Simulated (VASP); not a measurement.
HfO2:

```
Hf O
1.0
     0.00000    2.55750    2.55750
     2.55750    0.00000    2.55750
     2.55750    2.55750    0.00000
Hf O
1 2
Cartesian
  0.0000 0.0000 0.0000
  1.2788 1.2788 1.2788
  3.8363 3.8363 3.8363
```

```yaml
Program: VASP 6.6.1
Task: relaxation of cell and atoms
Functional: LDA
Potentials_or_basis: VASP PAW LDA potentials, release 64 (Hf_pv, O)
Cutoff: 600 eV
k_mesh: 6 × 6 × 6
Occupations: gaussian, width 0.1 eV
Spin: no spin polarisation
```

At the start: pressure -19.6 GPa; volume 11.15 Å³/atom.

Problem. Where does the relaxation end?

Solution. Over 4 steps the energy falls by 56.5 meV/atom and the volume is 10.30 Å³/atom (-7.7 %); space group Fm-3m (No. 225, to 0.1 Å) before and after.

The path:
```csv
step,energy change (eV),largest force (eV/Å),pressure (GPa),volume (Å³)
1,0.0000,0.0000,-19.58,33.46
2,0.3008,0.0000,46.77,27.28
3,-0.1691,0.0000,-0.80,30.96
4,-0.1694,0.0000,-0.13,30.89
```

Final structure:
```yaml
crystal:
  lattice:
    - [0.00000, 2.49031, 2.49031]
    - [2.49031, 0.00000, 2.49031]
    - [2.49031, 2.49031, 0.00000]
  atoms:
    - { symbol: Hf, position: [0.00000, 0.00000, 0.00000] }
    - { symbol: O, position: [0.25000, 0.25000, 0.25000] }
    - { symbol: O, position: [0.75000, 0.75000, 0.75000] }
```
